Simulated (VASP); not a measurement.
Write the native input for VASP 6.6.1 that does the following.

| Quantity | Value |
| --- | --- |
| Task | single point |
| Functional | HSE06 |
| Potentials or basis | VASP PAW PBE potentials, release 64 (Mg, O) |
| Cutoff | 520 eV |
| k mesh | 8 × 8 × 8 |
| Occupations | gaussian, width 0.01 eV |
| Spin | no spin polarisation |
| Dipole correction | no |
| Grid for exact exchange (PRECFOCK) | Normal |
| Further INCAR settings | ALGO = Normal; EDIFF = 1e-06; NBANDS = 11 |
| Screening parameter | 0.2079 1/Å |

Crystal: MgO (Periclase).

```
Mg O
1.0
     0.00000    2.22809    2.10217
     2.10217    0.00000    2.10217
     2.10217    2.22809    0.00000
Mg O
1 1
Direct
  0.00000 0.00000 0.00000
  0.50000 0.50000 0.50000
```

This cell differs from its parent crystal: uniaxial y strain +6.0%.

One way to write it, as run:

POSCAR

```
MgO
1.0
    0.0000000000      2.2280878905      2.1021680257
    2.1021680257      0.0000000000      2.1021680257
    2.1021680257      2.2280878905      0.0000000000
Mg O
1 1
Direct
    0.0000000000      0.0000000000      0.0000000000
    0.5000000000      0.5000000000      0.5000000000
```

INCAR.step1

```
SYSTEM = MgO
PREC = Accurate
ENCUT = 520
EDIFF = 1E-5
ISMEAR = 0
SIGMA = 0.01
LREAL = .FALSE.
LASPH = .TRUE.
NELM = 100
ALGO = Normal
ISIF = 2
LWAVE = .TRUE.
LCHARG = .FALSE.
NBANDS = 11
GGA = PE
```

INCAR.step2

```
SYSTEM = MgO
PREC = Accurate
ENCUT = 520
EDIFF = 1E-6
ISMEAR = 0
SIGMA = 0.01
LREAL = .FALSE.
LASPH = .TRUE.
NELM = 100
ALGO = Normal
ISIF = 2
LWAVE = .FALSE.
LCHARG = .FALSE.
GGA = PE
LHFCALC = .TRUE.
HFSCREEN = 0.2079
PRECFOCK = Normal
NBANDS = 11
ISTART = 1
```

KPOINTS

```
Automatic mesh
0
G
  8 8 8
  0 0 0
```

Potentials or basis: VASP PAW PBE potentials, release 64 (Mg, O).

Command:

```sh
$ cat potpaw_PBE.64/Mg/POTCAR potpaw_PBE.64/O/POTCAR > POTCAR
$ cp INCAR.step1 INCAR
$ mpirun -np 1 vasp_std > vasp.out
$ cp INCAR.step2 INCAR
$ mpirun -np 1 vasp_std > vasp.out
```

It gave:

```yaml
Pressure: -8.3 GPa
Band_gap_on_the_k_mesh: 5.78 eV, direct
```

Caveat: the cell differs from its parent crystal (uniaxial y strain +6.0%); the PAW data sets were made with another functional, which shifts forces and pressure a little.

Run time: 43 min on 1 thread of Intel(R) Xeon(R) 6975P-C (Granite Rapids), on a shared host, peak memory 0.27 GiB.
